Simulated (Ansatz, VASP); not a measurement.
# ReHg2Sb2: VASP beside Ansatz

```
Re Hg Sb
1.0
     3.65635    0.00000    0.00000
     0.00000    3.65635    0.00000
     0.00000    0.00000    9.91696
Re Hg Sb
1 2 2
Direct
  0.00000 0.00000 0.00000
  0.00000 0.50000 0.50000
  0.50000 0.00000 0.50000
  0.50000 0.50000 0.15276
  0.50000 0.50000 0.84724
```

Change from the starting cell: species swapped into the CeMg2Si2 type (P4/mmm, No. 123).

Alike in both runs: functional PBE; k mesh 6 × 6 × 2; occupations gaussian, width 0.1 eV; no spin polarisation.

Ansatz relaxed the structure, and its values are those at the end. VASP's run is a single point on that final structure, the one shown.

|  | VASP | Ansatz |
| --- | --- | --- |
| version | VASP 6.6.1 | Ansatz 0.2.0 |
| potentials or method | VASP PAW PBE potentials, release 64 (Re_sv_GW, Hg_sv_GW, Sb_d_GW), cutoff 560 eV | scalar-relativistic, plane waves, PAW |
| valence electrons in the cell | 85 | 85 |

```csv
,VASP,Ansatz,Ansatz less VASP
gap on the k mesh at the Fermi level (eV),none,none,-
pressure (GPa),0.0,0.1,+0.19
rms of the force components (eV/Å),0.004,0.004,-0.0005
```

A gap of «none» marks a metal or a gap that the smearing closes.

Spin-orbit coupling is off throughout.
